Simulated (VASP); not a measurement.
# Sb (I4/mcm) in VASP: a series of runs, part 2 of 2

VASP 6.6.1. Earlier steps stand in the parts before.

## Step 4: Single point, PBEsol

This run uses another cell than the first one, of 32.32 Å³/atom, 1.093 times its volume.

INCAR reads:

```
  ALGO = Normal
  EDIFF = 1E-6
  ENCUT = 520
  GGA = PS
  ISIF = 2
  ISMEAR = -1
  LASPH = T
  LCHARG = F
  LREAL = F
  LWAVE = F
  NBANDS = 18
  NELM = 100
  PREC = Accurate
  SIGMA = 0.05
```

KPOINTS reads:

```
k-points
0
Gamma
  7 7 7
```

POSCAR reads:

```
Sb
1.0
   -3.9881173696      3.9881173696      2.0321109409
    3.9881173696     -3.9881173696      2.0321109409
    3.9881173696      3.9881173696     -2.0321109409
Sb
4
Direct
    0.6510589442      0.1510589442      0.8021178884
    0.1510589442      0.3489410558      0.5000000000
    0.3489410558      0.8489410558      0.1978821116
    0.8489410558      0.6510589442      0.5000000000
```

Potentials or basis: VASP PAW PBE potentials, release 64 (Sb).

On the command line:

```sh
> cat potpaw_PBE.64/Sb/POTCAR > POTCAR
> mpirun -np 1 vasp_std > vasp.out
```

OUTCAR:

```text
EDIFF = 1E-6
   ENCUT = 520
   GGA = PS
   ISIF = 2
   ISMEAR = -1
   LASPH = T
   LREAL = F
   NELM = 100
   PREC = Accurate

 ion  position               nearest neighbor table
   1  0.651  0.151  0.802-   3 3.02   3 3.02   2 3.15   4 3.15   2 3.15   4 3.15   3 3.41
   2  0.151  0.349  0.500-   4 3.02   4 3.02   3 3.15   1 3.15   1 3.15   3 3.15   4 3.41
   3  0.349  0.849  0.198-   1 3.02   1 3.02   4 3.15   2 3.15   2 3.15   4 3.15   1 3.41
   4  0.849  0.651  0.500-   2 3.02   2 3.02   1 3.15   3 3.15   1 3.15   3 3.15   2 3.41

  LATTYP: Found a body centered tetragonal cell.
 ALAT       =     7.9762347392
 C/A-ratio  =     0.5095414083

  Lattice vectors:

 A1 = (  -3.9881173696,   3.9881173696,   2.0321109409)
 A2 = (   3.9881173696,  -3.9881173696,   2.0321109409)
 A3 = (   3.9881173696,   3.9881173696,  -2.0321109409)

Analysis of symmetry for initial positions (statically):
=====================================================================
 Subroutine PRICEL returns:
 Original cell was already a primitive cell.

 Routine SETGRP: Setting up the symmetry group for a
 body centered tetragonal supercell.

 Subroutine GETGRP returns: Found 16 space group operations
 (whereof  8 operations were pure point group operations)
 out of a pool of 16 trial point group operations.

The static configuration has the point symmetry C_4h.
 The point group associated with its full space group is D_4h.

Analysis of symmetry for dynamics (positions and initial velocities):
=====================================================================
 Subroutine PRICEL returns:
 Original cell was already a primitive cell.

 Routine SETGRP: Setting up the symmetry group for a
 body centered tetragonal supercell.

 Subroutine GETGRP returns: Found 16 space group operations
 (whereof  8 operations were pure point group operations)
 out of a pool of 16 trial point group operations.

[... 118 lines left out ...]
   EMIN   =  10.00;   EMAX   =-10.00  energy-range for DOS
   EFERMI =   0.00;   METHOD = LEGACY
   ISMEAR =    -1;   SIGMA  =   0.05  broadening in eV -4-tet -1-fermi 0-gaus
   EFERMI_NEDOS =   21; number of points for ismear=-14 and -15
   IALGO  =     38    algorithm
   IMIX   =      4    mixing-type and parameters
     AMIX     =   0.40;   BMIX     =  1.00
     AMIX_MAG =   1.60;   BMIX_MAG =  1.00
  volume/ion in A,a.u.               =      32.32       218.11
  Fermi-wavevector in a.u.,A,eV,Ry     =   0.878828  1.660744 10.508298  0.772338
  Thomas-Fermi vector in A             =   1.998968
   LORBIT       =      0    0 simple, 1 ext, 2 COOP (PROOUT), +10 PAW based schemes
   GGA     = PS    functional components
   LHFCALC =     F    Hartree Fock is set to
   AEXX    =    0.0000 exact exchange contribution
   IVDW    =     0    specifies the selected vdW correction
   LEPSILON=     F    determine dielectric tensor
   LRPA    =     F    only Hartree local field effects (RPA)
 non-spin polarized calculation
  energy-cutoff  :      520.00
  volume of cell :      129.28
 maximum number of plane-waves:      3507
 NGX is ok and might be reduce to    48
   NGX = 23   NGY = 23   NGZ = 23

 number of electron      20.0000000 magnetization

 Free energy of the ion-electron system (eV)
  ---------------------------------------------------
  ext. energy  EPLUGINS =         0.00000000
  ---------------------------------------------------
  free energy    TOTEN  =       -17.18272935 eV

  energy without entropy =      -17.16088459  energy(sigma->0) =      -17.17180697

 E-fermi :   6.1511     XC(G=0):  -9.2003

 val. band max:        6.1286931050   @ k =  -0.1429   0.1429   0.1429
 cond. band min:       6.1858725549   @ k =   0.2857   0.2857   0.0000
 fundamental gap:      0.0571794498
 Fermi energy:         6.1510839362

 k-point     1 :       0.0000    0.0000    0.0000
  band No.  band energies     occupation
      1      -6.4709      2.00000
      2      -2.9781      2.00000
      3      -1.7552      2.00000
      4      -1.7552      2.00000
      5       1.3111      2.00000
      6       4.6312      2.00000
[... 481 lines left out ...]
      5       2.6714      2.00000
      6       3.5367      2.00000
[... 10 lines left out ...]
     17      10.5337      0.00000
     18      11.0789      0.00000

 [... further k-points ...]
[... 5 lines left out ...]
  --------------------------------------------------------------------------------------
  -------------------------------------------------------------------------------------
  Total        0.0519844      0.0519844      0.0849932      0.0000000      0.0000000     -0.0000000
  in kB        0.6442295      0.6442295      1.0532980      0.0000000      0.0000000     -0.0000000
  external PRESSURE =       0.7805857 kB  Pullay stress =       0.0000000 kB

 VOLUME and BASIS-vectors are now :
 -----------------------------------------------------------------------------
  energy-cutoff  :      520.00
  volume of cell :      129.28
      direct lattice vectors                 reciprocal lattice vectors
    -3.988117370  3.988117370  2.032110941     0.000000000  0.125372439  0.246049559
     3.988117370 -3.988117370  2.032110941     0.125372439  0.000000000  0.246049559
     3.988117370  3.988117370 -2.032110941     0.125372439  0.125372439  0.000000000

 POSITION                                       TOTAL-FORCE (eV/Angst)
 -----------------------------------------------------------------------------------
      1.20488      5.19300      0.00000        -0.009125     -0.009125      0.000000
      2.78324      1.20488      0.00000         0.009125     -0.009125      0.000000
      2.78324     -1.20488      2.03211         0.009125      0.009125     -0.000000
      1.20488      2.78324      2.03211        -0.009125      0.009125      0.000000
 -----------------------------------------------------------------------------------
    total drift:                                0.000000      0.000000     -0.000000

  FREE ENERGIE OF THE ION-ELECTRON SYSTEM (eV)
  ---------------------------------------------------
  free  energy   TOTEN  =       -17.1827293481 eV

  energy  without entropy=      -17.1608845926  energy(sigma->0) =      -17.17180697
```

stdout:

```text
POSCAR found type information on POSCAR Sb
 POSCAR found :  1 types and       4 ions
 scaLAPACK will be used
 -----------------------------------------------------------------------------
|                                                                             |
|                                                                             |
|     You enforced a specific xc type in the INCAR file but a different       |
|     I HOPE YOU KNOW WHAT YOU ARE DOING!                                     |
|                                                                             |
 -----------------------------------------------------------------------------

 LDA part: xc-table for (Slater+PW92), standard interpolation
 POSCAR, INCAR and KPOINTS ok, starting setup
 FFT: planning ... GRIDC
 FFT: planning ... GRID_SOFT
 FFT: planning ... GRID
 WAVECAR not read
 entering main loop
```

Wall time 1.9 min (1 thread of Intel Xeon 6975P-C, shared host); peak memory 0.33 GiB.

What came out:

```
Free energy            : -17.1827 eV
Pressure               : 0.1 GPa
Largest force          : 0.013 eV/Å
Band gap on the k mesh : zero (band 10 reaches 6.73 eV, above the bottom of band 11 at 5.13 eV)
```

Forces in eV/Å, atoms in the order of the input:
```
Sb  -0.009 -0.009  0.000
Sb   0.009 -0.009  0.000
Sb   0.009  0.009  0.000
Sb  -0.009  0.009  0.000
```

Caveat: the PAW data sets were made with another functional, which shifts forces and pressure a little; spin-orbit coupling is left out, which moves the levels of the heavy elements.

## Step 5: Overview

```tsv
cell	gap on the mesh (eV)	pressure (GPa)	largest force (eV/Å)
a = 5.772 Å, angles 97.1, 97.1, 138.9°, 4 atoms	none	5.2	0.02
a = 5.897 Å, angles 96.8, 96.8, 139.8°, 4 atoms	none	2.1	0.02
a = 5.995 Å, angles 96.6, 96.6, 140.4°, 4 atoms	none	0.1	0.01
```

Alike in all rows: task single point; level PBEsol; potentials or basis VASP PAW PBE potentials, release 64 (Sb); no spin polarisation; k mesh 7 × 7 × 7; cutoff (eV) 520; smearing fermi-dirac 0.05 eV.

Caveats: the PAW data sets were made with another functional, which shifts forces and pressure a little; spin-orbit coupling is left out, which moves the levels of the heavy elements.

Total energies depend on the potentials used, so only differences within one code and one set of settings carry meaning.
